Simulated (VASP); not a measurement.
# AgPdO2 (Pmmm) in VASP: further runs

Runs on AgPdO2. Level: LDA. Tasks: single point, relaxation of cell and atoms.

Everything below comes from runs of VASP 6.6.1. Logs are shortened: lines on timing, memory, paths and dates and some standing lists are left out, and cuts for length are marked.

## (1) The cell of the first run

The structure is orthorhombic, space group Pmmm (No. 47). Conventional cell: a = 2.952 Å, b = 3.277 Å, c = 5.340 Å, α = 90.00°, β = 90.00°, γ = 90.00°. Ag (site symmetry mmm) has 4 O at 2.12 Å within 2.8 Å. Within 2.6 Å of Pd (site symmetry mmm) lie 4 O at 1.98 Å. Within 2.8 Å of O (site symmetry mm2) lie 2 Pd at 1.98 Å and 2 Ag at 2.12 Å and 2 O at 2.63 to 2.71 Å.

## (2) Single point, LDA

Input file INCAR:

```
SYSTEM = AgPdO2
  PREC = Accurate
  ENCUT = 520
  EDIFF = 1E-6
  ISMEAR = -1
  SIGMA = 0.1
  LREAL = .FALSE.
  LASPH = .TRUE.
  NELM = 60
  ALGO = Normal
  ISIF = 2
  LWAVE = .FALSE.
  LCHARG = .FALSE.
  NBANDS = 24
```

Input file KPOINTS:

```
Automatic mesh
0
G
  9 8 5
  0 0 0
```

Input file POSCAR:

```
AgPdO2
1.0
    2.9520325637      0.0000000000      0.0000000000
    0.0000000000      3.2768818228      0.0000000000
    0.0000000000      0.0000000000      5.3400843170
Ag Pd O
1 1 2
Direct
    0.5000000000      0.5000000000      0.5000000000
    0.0000000000      0.0000000000      0.0000000000
    0.5000000000      0.0000000000      0.2466205357
    0.5000000000      0.0000000000      0.7533794643
```

Potentials or basis: VASP PAW LDA potentials, release 64 (Ag, Pd, O).

The run is started by

```
$ cat potpaw_LDA.64/Ag/POTCAR potpaw_LDA.64/Pd/POTCAR potpaw_LDA.64/O/POTCAR > POTCAR
$ mpirun -np 1 vasp_std > vasp.out
```

OUTCAR:

```text
SYSTEM = AgPdO2
   PREC = Accurate
   ENCUT = 520
   EDIFF = 1E-6
   ISMEAR = -1
   LREAL = .FALSE.
   LASPH = .TRUE.
   NELM = 60
   ISIF = 2

 ion  position               nearest neighbor table
   1  0.500  0.500  0.500-   3 2.12   4 2.12   3 2.12   4 2.12   2 3.46   2 3.46   2 3.46   2 3.46
                             2 3.46   2 3.46   2 3.46   2 3.46
   2  0.000  0.000  0.000-   3 1.98   4 1.98   3 1.98   4 1.98   1 3.46   1 3.46   1 3.46   1 3.46
                             1 3.46   1 3.46   1 3.46   1 3.46
   3  0.500  0.000  0.247-   2 1.98   2 1.98   1 2.12   1 2.12
   4  0.500  0.000  0.753-   2 1.98   2 1.98   1 2.12   1 2.12

  LATTYP: Found a simple orthorhombic cell.
 ALAT       =     2.9520325637
 B/A-ratio  =     1.1100425731
 C/A-ratio  =     1.8089516974

  Lattice vectors:

 A1 = (   2.9520325637,   0.0000000000,   0.0000000000)
 A2 = (   0.0000000000,   3.2768818228,   0.0000000000)
 A3 = (   0.0000000000,   0.0000000000,   5.3400843170)

Analysis of symmetry for initial positions (statically):
=====================================================================
 Subroutine PRICEL returns:
 Original cell was already a primitive cell.

 Routine SETGRP: Setting up the symmetry group for a
 simple orthorhombic supercell.

 Subroutine GETGRP returns: Found  8 space group operations
 (whereof  8 operations were pure point group operations)
 out of a pool of  8 trial point group operations.

The static configuration has the point symmetry D_2h.

Analysis of symmetry for dynamics (positions and initial velocities):
=====================================================================
 Subroutine PRICEL returns:
 Original cell was already a primitive cell.

 Routine SETGRP: Setting up the symmetry group for a
 simple orthorhombic supercell.

 Subroutine GETGRP returns: Found  8 space group operations
 (whereof  8 operations were pure point group operations)
 out of a pool of  8 trial point group operations.

The dynamic configuration has the point symmetry D_2h.

 Subroutine INISYM returns: Found  8 space group operations
 (whereof  8 operations are pure point group operations),
 and found     1 'primitive' translations

----------------------------------------------------------------------------------------

                                     Primitive cell

  volume of cell :      51.6571

  direct lattice vectors                    reciprocal lattice vectors
     2.952032564  0.000000000  0.000000000     0.338749651  0.000000000  0.000000000
     0.000000000  3.276881823  0.000000000     0.000000000  0.305168161  0.000000000
     0.000000000  0.000000000  5.340084317     0.000000000  0.000000000  0.187262961

  length of vectors
     2.952032564  3.276881823  5.340084317     0.338749651  0.305168161  0.187262961

  position of ions in fractional coordinates (direct lattice)
     0.500000000  0.500000000  0.500000000
     0.000000000  0.000000000  0.000000000
     0.500000000  0.000000000  0.246620536
     0.500000000  0.000000000  0.753379464

  ion indices of the primitive-cell ions
   primitive index   ion index
                 1           1
                 2           2
                 3           3
                 4           4

----------------------------------------------------------------------------------------

 KPOINTS: Automatic mesh

Automatic generation of k-mesh.
 Grid dimensions read from file:
 generate k-points for:    9    8    5

 Generating k-lattice:

  Cartesian coordinates                     Fractional coordinates (reciprocal lattice)
     0.037638850  0.000000000  0.000000000     0.111111111  0.000000000  0.000000000
     0.000000000  0.038146020  0.000000000     0.000000000  0.125000000  0.000000000
     0.000000000  0.000000000  0.037452592     0.000000000  0.000000000  0.200000000

  Length of vectors
     0.037638850  0.038146020  0.037452592

  Shift w.r.t. Gamma in fractional coordinates (k-lattice)
     0.000000000  0.000000000  0.000000000

 Subroutine IBZKPT returns following result:
 ===========================================

 Found     75 irreducible k-points:

 Following reciprocal coordinates:
            Coordinates               Weight
  0.000000  0.000000  0.000000      1.000000
  0.111111  0.000000  0.000000      2.000000
  0.222222  0.000000  0.000000      2.000000
  0.333333  0.000000  0.000000      2.000000
  0.444444  0.000000  0.000000      2.000000
  0.000000  0.125000  0.000000      2.000000
[... 16 lines left out ...]
  0.222222  0.500000  0.000000      2.000000
  0.333333  0.500000  0.000000      2.000000
 [... further k-points ...]
   k-points           NKPTS =     75   k-points in BZ     NKDIM =     75   number of bands    NBANDS=     24
   number of dos      NEDOS =    301   number of ions     NIONS =      4
   total plane-waves  NPLWV =  23040
   dimension x,y,z NGX =    24 NGY =   24 NGZ =   40
   dimension x,y,z NGXF=    48 NGYF=   48 NGZF=   80
   ions per type =               1   1   2
   NGX,Y,Z   is equivalent  to a cutoff of  13.52, 12.18, 12.45 a.u.
   NGXF,Y,Z  is equivalent  to a cutoff of  27.03, 24.35, 24.91 a.u.
 SYSTEM =  AgPdO2
   PREC   = accura    normal or accurate (medium, high low for compatibility)
   ISTART =      0    job   : 0-new  1-cont  2-samecut
   ICHARG =      2    charge: 1-file 2-atom 10-const
   ISPIN  =      1    spin polarized calculation?
   LNONCOLLINEAR =      F non collinear calculations
   LSORBIT =      F    spin-orbit coupling
   LASPH  =      T    aspherical Exc in radial PAW
   ENCUT  =  520.0 eV  38.22 Ry    6.18 a.u.   5.49  6.09  9.93*2*pi/ulx,y,z
   NELM   =     60;   NELMIN=  2; NELMDL= -5     # of ELM steps
   EDIFF  = 0.1E-05   stopping-criterion for ELM
   LREAL  =      F    real-space projection
   EDIFFG = 0.1E-04   stopping-criterion for IOM
   NSW    =      0    number of steps for IOM
   IBRION =     -1    ionic relax: 0-MD 1-quasi-New 2-CG
   NFREE  =      0    steps in history (QN), initial steepest desc. (CG)
   ISIF   =      2    stress and relaxation
   ISYM   =      2    0-nonsym 1-usesym 2-fastsym
   POTIM  = 0.5000    time-step for ionic-motion
   TEBEG  =    0.0;   TEEND  =   0.0 temperature during run
   PSTRESS=    0.0 pullay stress
   NELECT =      33.0000    total number of electrons
   NUPDOWN=      -1.0000    fix difference up-down
   EMIN   =  10.00;   EMAX   =-10.00  energy-range for DOS
   EFERMI =   0.00;   METHOD = LEGACY
   ISMEAR =    -1;   SIGMA  =   0.10  broadening in eV -4-tet -1-fermi 0-gaus
   EFERMI_NEDOS =   21; number of points for ismear=-14 and -15
   IALGO  =     38    algorithm
   IMIX   =      4    mixing-type and parameters
     AMIX     =   0.40;   BMIX     =  1.00
     AMIX_MAG =   1.60;   BMIX_MAG =  1.00
  volume/ion in A,a.u.               =      12.91        87.15
  Fermi-wavevector in a.u.,A,eV,Ry     =   1.409947  2.664414 27.047710  1.987951
  Thomas-Fermi vector in A             =   2.531951
   LORBIT       =      0    0 simple, 1 ext, 2 COOP (PROOUT), +10 PAW based schemes
   GGA     = CA    functional components
   LHFCALC =     F    Hartree Fock is set to
   AEXX    =    0.0000 exact exchange contribution
   IVDW    =     0    specifies the selected vdW correction
   LEPSILON=     F    determine dielectric tensor
   LRPA    =     F    only Hartree local field effects (RPA)
 non-spin polarized calculation
  energy-cutoff  :      520.00
  volume of cell :       51.66
 maximum number of plane-waves:      1414
 NGX is ok and might be reduce to    24
   NGX = 11   NGY = 13   NGZ = 19

 number of electron      32.9999989 magnetization

 Free energy of the ion-electron system (eV)
  ---------------------------------------------------
  ext. energy  EPLUGINS =         0.00000000
  ---------------------------------------------------
  free energy    TOTEN  =       -23.08175192 eV

  energy without entropy =      -23.02917624  energy(sigma->0) =      -23.05546408

 E-fermi :   6.1553     XC(G=0): -12.0273

 val. band max:        6.1312308834   @ k =   0.0000   0.3750   0.0000
 cond. band min:       6.1957444719   @ k =   0.1111   0.5000   0.2000
 fundamental gap:      0.0645135885
 Fermi energy:         6.1553161995

 k-point     1 :       0.0000    0.0000    0.0000
  band No.  band energies     occupation
      1     -13.4458      2.00000
      2     -12.1425      2.00000
      3      -2.4936      2.00000
      4      -0.7803      2.00000
      5      -0.6753      2.00000
      6       0.9538      2.00000
[... 16 lines left out ...]
     23      19.5773      0.00000
     24      20.1013      0.00000

 k-point     2 :       0.1111    0.0000    0.0000
  band No.  band energies     occupation
      1     -13.3610      2.00000
      2     -12.1828      2.00000
      3      -2.3322      2.00000
      4      -0.7600      2.00000
      5      -0.6260      2.00000
      6       0.9605      2.00000
[... 16 lines left out ...]
     23      19.2029      0.00000
     24      20.1598      0.00000

 k-point     3 :       0.2222    0.0000    0.0000
  band No.  band energies     occupation
      1     -13.1387      2.00000
      2     -12.2844      2.00000
      3      -1.9065      2.00000
      4      -0.6465      2.00000
      5      -0.4970      2.00000
      6       0.4029      2.00000
[... 16 lines left out ...]
     23      19.3162      0.00000
     24      19.9277      0.00000
[... 514 lines left out ...]
 k-point    23 :       0.2222    0.5000    0.0000
  band No.  band energies     occupation
      1     -12.7879      2.00000
      2     -12.3809      2.00000
      3      -0.8318      2.00000
      4      -0.8050      2.00000
      5      -0.6941      2.00000
      6       0.1337      2.00000
[... 16 lines left out ...]
     23      17.9425      0.00000
     24      18.4032      0.00000

 k-point    24 :       0.3333    0.5000    0.0000
  band No.  band energies     occupation
      1     -12.5241      2.00000
      2     -12.4921      2.00000
      3      -0.9110      2.00000
      4      -0.7684      2.00000
      5      -0.5822      2.00000
      6      -0.0323      2.00000
[... 16 lines left out ...]
     23      17.1463      0.00000
     24      17.7564      0.00000

 [... further k-points ...]

------------------------ aborting loop because EDIFF is reached ----------------------------------------

  FORCE on cell =-STRESS in cart. coord.  units (eV):
  Direction    XX          YY          ZZ          XY          YZ          ZX
  --------------------------------------------------------------------------------------
  -------------------------------------------------------------------------------------
  Total        0.1355024     -0.0132497      0.1236932      0.0000000      0.0000000      0.0000000
  in kB        4.2026915     -0.4109467      3.8364223      0.0000000      0.0000000      0.0000000
  external PRESSURE =       2.5427223 kB  Pullay stress =       0.0000000 kB

 VOLUME and BASIS-vectors are now :
 -----------------------------------------------------------------------------
  energy-cutoff  :      520.00
  volume of cell :       51.66
      direct lattice vectors                 reciprocal lattice vectors
     2.952032564  0.000000000  0.000000000     0.338749651  0.000000000  0.000000000
     0.000000000  3.276881823  0.000000000     0.000000000  0.305168161  0.000000000
     0.000000000  0.000000000  5.340084317     0.000000000  0.000000000  0.187262961

 POSITION                                       TOTAL-FORCE (eV/Angst)
 -----------------------------------------------------------------------------------
      1.47602      1.63844      2.67004         0.000000      0.000000      0.000000
      0.00000      0.00000      0.00000         0.000000      0.000000      0.000000
      1.47602      0.00000      1.31697         0.000000      0.000000      0.032950
      1.47602      0.00000      4.02311         0.000000      0.000000     -0.032950
 -----------------------------------------------------------------------------------
    total drift:                                0.000000      0.000000     -0.000000

  FREE ENERGIE OF THE ION-ELECTRON SYSTEM (eV)
  ---------------------------------------------------
  free  energy   TOTEN  =       -23.0817519230 eV

  energy  without entropy=      -23.0291762370  energy(sigma->0) =      -23.05546408
```

Wall time 32 s (1 thread of Intel Xeon 6975P-C (Granite Rapids), shared host); peak memory 0.22 GiB.

Results:

```
Free energy            : -23.0818 eV
Pressure               : 0.3 GPa
Largest force          : 0.033 eV/Å
Band gap on the k mesh : zero (an odd number of electrons rules out a gap without spin polarisation)
```

Forces on the atoms (eV/Å):
```
Ag   0.000  0.000  0.000
Pd   0.000  0.000  0.000
O    0.000  0.000  0.033
O    0.000  0.000 -0.033
```

Stress tensor (GPa, compression positive):
```
 0.42  0.00  0.00
 0.00 -0.04  0.00
 0.00  0.00  0.38
```

Caveat: an odd number of electrons without spin polarisation forces a metal; a magnetic or distorted state may lie lower.

[end of part 1 of 2]

The gap in the log of VASP goes by the Fermi energy; the results here count the filled bands.